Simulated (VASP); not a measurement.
# SiC (F-43m) in VASP: further runs

SiC is run at these levels: PBE; tasks: vibrations by perturbation theory, elastic constants.

Program: VASP 6.6.1. These are calculated values, not measurements. Logs are shortened: lines on timing, memory, paths and dates and some standing lists are left out, and cuts for length are marked.

### Step 1. The cell of the first run

Symmetry: F-43m, No. 216, cubic system. The conventional cell has a = 4.379 Å, b = 4.379 Å, c = 4.379 Å, α = 90.00°, β = 90.00°, γ = 90.00°. Si (site symmetry -43m) has 4 C at 1.90 Å within 2.5 Å. Within 2.5 Å of C (site symmetry -43m) lie 4 Si at 1.90 Å.

### Step 2. Vibrations by perturbation theory, PBE

INCAR reads:

```
SYSTEM = SiC
ALGO = Normal
EDIFF = 1E-8
ENCUT = 520
GGA = PE
IBRION = 8
ISIF = 2
ISMEAR = 0
LASPH = .True.
LCHARG = .False.
LEPSILON = .True.
LREAL = .False.
LWAVE = .False.
NBANDS = 11
NELM = 80
NSW = 1
PREC = Accurate
SIGMA = 0.01
```

KPOINTS reads:

```
k-points
0
Gamma
  8 8 8
  0 0 0
```

POSCAR reads:

```
SiC
1.0
    0.0000000000      2.1893000000      2.1893000000
    2.1893000000      0.0000000000      2.1893000000
    2.1893000000      2.1893000000      0.0000000000
Si C
1 1
Direct
    0.0000000000      0.0000000000      0.0000000000
    0.2500000000      0.2500000000      0.2500000000
```

Potentials or basis: VASP PAW PBE potentials, release 64 (Si, C).

Run with:

```sh
cat potpaw_PBE.64/Si/POTCAR potpaw_PBE.64/C/POTCAR > POTCAR
mpirun -np 1 vasp_std > vasp.out
```

OUTCAR:

```text
SYSTEM = SiC
   EDIFF = 1E-8
   ENCUT = 520
   GGA = PE
   IBRION = 8
   ISIF = 2
   ISMEAR = 0
   LASPH = .True.
   LEPSILON = .True.
   LREAL = .False.
   NELM = 80
   NSW = 1
   PREC = Accurate

 ion  position               nearest neighbor table
   1  0.000  0.000  0.000-   2 1.90   2 1.90   2 1.90   2 1.90
   2  0.250  0.250  0.250-   1 1.90   1 1.90   1 1.90   1 1.90

  LATTYP: Found a face centered cubic cell.
 ALAT       =     4.3786000000

  Lattice vectors:

 A1 = (   0.0000000000,   2.1893000000,   2.1893000000)
 A2 = (   2.1893000000,   0.0000000000,   2.1893000000)
 A3 = (   2.1893000000,   2.1893000000,   0.0000000000)

Analysis of symmetry for initial positions (statically):
=====================================================================
 Subroutine PRICEL returns:
 Original cell was already a primitive cell.

 Routine SETGRP: Setting up the symmetry group for a
 face centered cubic supercell.

 Subroutine GETGRP returns: Found 24 space group operations
 (whereof 24 operations were pure point group operations)
 out of a pool of 48 trial point group operations.

The static configuration has the point symmetry T_d .

Analysis of symmetry for dynamics (positions and initial velocities):
=====================================================================
 Subroutine PRICEL returns:
 Original cell was already a primitive cell.

 Routine SETGRP: Setting up the symmetry group for a
 face centered cubic supercell.

 Subroutine GETGRP returns: Found 24 space group operations
 (whereof 24 operations were pure point group operations)
 out of a pool of 48 trial point group operations.

The dynamic configuration has the point symmetry T_d .

 Subroutine INISYM returns: Found 24 space group operations
 (whereof 24 operations are pure point group operations),
 and found     1 'primitive' translations

[... 568 lines left out ...]
     0.00000 -7.53257  0.00469

 MACROSCOPIC STATIC DIELECTRIC TENSOR (including local field effects in DFT)
 ------------------------------------------------------
           7.149344    -0.000000     0.000000
           0.000000     7.149344     0.000000
           0.000000     0.000000     7.149344
 ------------------------------------------------------

 PIEZOELECTRIC TENSOR (including local field effects)  for field in x, y, z        (e  Angst)
          XX          YY          ZZ          XY          YZ          ZX
  --------------------------------------------------------------------------------
  x     0.00000     0.00000    -0.00000     0.00000    -1.28930     0.00000
  y    -0.00000    -0.00000     0.00000     0.00000     0.00000    -1.28930
  z     0.00000    -0.00000     0.00000    -1.28930     0.00000     0.00000

 PIEZOELECTRIC TENSOR (including local field effects)  for field in x, y, z        (C/m^2)
          XX          YY          ZZ          XY          YZ          ZX
  --------------------------------------------------------------------------------
  x     0.00000     0.00000    -0.00000     0.00000    -0.98428     0.00000
  y    -0.00000    -0.00000     0.00000     0.00000     0.00000    -0.98428
  z     0.00000    -0.00000     0.00000    -0.98428     0.00000     0.00000

 BORN EFFECTIVE CHARGES (including local field effects) (in |e|, cummulative output)
 ---------------------------------------------------------------------------------
 ion    1
    1     2.69111     0.00000     0.00000
    2    -0.00000     2.69111    -0.00000
    3     0.00000     0.00000     2.69111
 ion    2
    1    -2.69111    -0.00000    -0.00000
    2     0.00000    -2.69111     0.00000
    3    -0.00000    -0.00000    -2.69111

 INTERNAL STRAIN TENSOR FOR ION    2 for displacements in x,y,z  (eV/Angst):
          X           Y           Z          XY          YZ          ZX
  --------------------------------------------------------------------------------
  x    -0.00000     0.00000     0.00000     0.00000    -7.53257     0.00000
  y    -0.00000     0.00000    -0.00000     0.00000     0.00000    -7.53257
  z     0.00000     0.00000    -0.00000    -7.53257     0.00000     0.00000

 SECOND DERIVATIVES (NOT SYMMETRIZED)
 ------------------------------------
               1X          1Y          1Z          2X          2Y          2Z
  1X   -18.605326    0.000000    0.000000   18.605326    0.000000    0.000000
  1Y     0.000000  -18.605326    0.000000    0.000000   18.605326    0.000000
  1Z     0.000000    0.000000  -18.605326    0.000000    0.000000   18.605326
  2X    18.611710    0.000000    0.000000  -18.611710    0.000000    0.000000
  2Y     0.000000   18.611710    0.000000    0.000000  -18.611710    0.000000
  2Z     0.000000    0.000000   18.611710    0.000000    0.000000  -18.611710

 Eigenvectors and eigenvalues of the dynamical matrix
 ----------------------------------------------------

   1 f  =   23.251195 THz   146.091568 2PiTHz  775.576388 cm-1    96.159173 meV
             X         Y         Z           dx          dy          dz
      0.000000  0.000000  0.000000    -0.547251    0.000000    0.000000
      1.094650  1.094650  1.094650     0.836968    0.000000    0.000000
[... 21 lines left out ...]
   6 f/i=    0.001827 THz     0.011479 2PiTHz    0.060940 cm-1     0.007556 meV
             X         Y         Z           dx          dy          dz
      0.000000  0.000000  0.000000    -0.836968    0.000000    0.000000
      1.094650  1.094650  1.094650    -0.547251    0.000000    0.000000

--------------------------------------------------------------------------------------------------------

 MACROSCOPIC STATIC DIELECTRIC TENSOR IONIC CONTRIBUTION
 ------------------------------------------------------
           3.355607     0.000000     0.000000
           0.000000     3.355607     0.000000
           0.000000     0.000000     3.355607
 ------------------------------------------------------

 ELASTIC MODULI CONTR FROM IONIC RELAXATION (kBar)
 Direction    XX          YY          ZZ          XY          YZ          ZX
 --------------------------------------------------------------------------------
 XX          -0.0000     -0.0000     -0.0000     -0.0000     -0.0000      0.0000
 YY          -0.0000     -0.0000     -0.0000     -0.0000     -0.0000      0.0000
 ZZ          -0.0000     -0.0000     -0.0000     -0.0000     -0.0000      0.0000
 XY          -0.0000     -0.0000     -0.0000   -210.6931     -0.0000     -0.0000
 YZ          -0.0000     -0.0000     -0.0000     -0.0000   -210.6931     -0.0000
 ZX           0.0000      0.0000      0.0000     -0.0000     -0.0000   -210.6931
 --------------------------------------------------------------------------------

 PIEZOELECTRIC TENSOR IONIC CONTR  for field in x, y, z        (C/m^2)
          XX          YY          ZZ          XY          YZ          ZX
  --------------------------------------------------------------------------------
  x     0.00000     0.00000     0.00000     0.00000     0.79119     0.00000
  y    -0.00000    -0.00000    -0.00000     0.00000     0.00000     0.79119
  z     0.00000     0.00000     0.00000     0.79119     0.00000     0.00000
```

OSZICAR:

```text
N       E                     dE             d eps       ncg     rms          rms(c)
DAV:   1     0.416276335536E+01    0.41628E+01   -0.39293E+03   641   0.611E+02
DAV:   2    -0.162882717622E+02   -0.20451E+02   -0.19885E+02   821   0.111E+02
DAV:   3    -0.168741913821E+02   -0.58592E+00   -0.58475E+00   785   0.160E+01
DAV:   4    -0.168765208352E+02   -0.23295E-02   -0.23293E-02   739   0.128E+00
[... 143 lines left out ...]
RMM:   6    -0.124634418474E+00   -0.48882E-05    0.78258E-07  3536   0.199E-03    0.980E-04
RMM:   7    -0.124629417342E+00    0.50011E-05    0.36404E-07  3518   0.785E-04    0.695E-05
RMM:   8    -0.124630187649E+00   -0.77031E-06   -0.84387E-09  3636   0.104E-04    0.326E-05
RMM:   9    -0.124630102373E+00    0.85276E-07   -0.20726E-08  3618   0.479E-05    0.467E-06
RMM:  10    -0.124630092614E+00    0.97591E-08    0.59456E-10  3733   0.794E-06    0.277E-06
 Linear response finished
```

It took 45 s on 1 thread of Intel Xeon 6975P-C (Granite Rapids), shared host; peak memory 0.18 GiB.

What came out:

| Property | Result |
| --- | --- |
| Electronic dielectric tensor (diagonal) | 7.15 |
| Born charges (mean of the diagonal) | Si +2.69; C -2.69 e |
| Highest phonon frequency at Γ, LO-TO splitting left out | 776 cm⁻¹ |

Phonon frequencies in cm⁻¹ (negative: imaginary):
```
              q point        frequencies
(0.000, 0.000, 0.000)  0 0 0 776 776 776
```

Electronic dielectric tensor:
```
7.15 0.00 0.00
0.00 7.15 0.00
0.00 0.00 7.15
```

Born effective charge tensors (e):
atom 1, Si
```
2.69 0.00 0.00
0.00 2.69 0.00
0.00 0.00 2.69
```
atom 2, C
```
-2.69  0.00  0.00
 0.00 -2.69  0.00
 0.00  0.00 -2.69
```

### Step 3. Elastic constants, PBE

INCAR reads:

```
PREC = Accurate
ENCUT = 600
EDIFF = 1E-8
ISMEAR = 0
SIGMA = 0.01
LREAL = False
LASPH = True
NELM = 60
ALGO = Normal
ISIF = 3
LWAVE = False
LCHARG = False
GGA = PE
NBANDS = 11
IBRION = 6
NFREE = 2
POTIM = 0.015
NSW = 1
```

KPOINTS reads:

```
regular mesh
0
Gamma
  8 8 8
```

POSCAR is that of step 2.

Potentials or basis: VASP PAW PBE potentials, release 64 (Si, C).

Run with:

```sh
cat potpaw_PBE.64/Si/POTCAR potpaw_PBE.64/C/POTCAR > POTCAR
mpirun -np 1 vasp_std > vasp.out
```

Run time: 2.6 min. Hardware: 1 thread of Intel Xeon 6975P-C (Granite Rapids), shared host; peak memory 0.21 GiB.

Results (log left out):

```yaml
Elastic_constants_C11_C12_C44: 383, 127, 241 GPa
Voigt_bulk_modulus: 212 GPa
Highest_phonon_frequency_at_Γ_LO-TO_splitting_left_out: 775 cm⁻¹
```

Phonon frequencies in cm⁻¹ (negative: imaginary):
| q point | frequencies |
| --- | --- |
| (0.000, 0.000, 0.000) | 0 0 0 775 775 775 |

Elastic tensor in Voigt notation (GPa, in the Cartesian axes of the cell as first typed):
```
383 127 127   0   0   0
127 383 127   0   0   0
127 127 383   0   0   0
  0   0   0 241   0   0
  0   0   0   0 241   0
  0   0   0   0   0 241
```

Clamped-ion elastic tensor (GPa):
```
383 127 127   0   0   0
127 383 127   0   0   0
127 127 383   0   0   0
  0   0   0 264   0   0
  0   0   0   0 264   0
  0   0   0   0   0 264
```
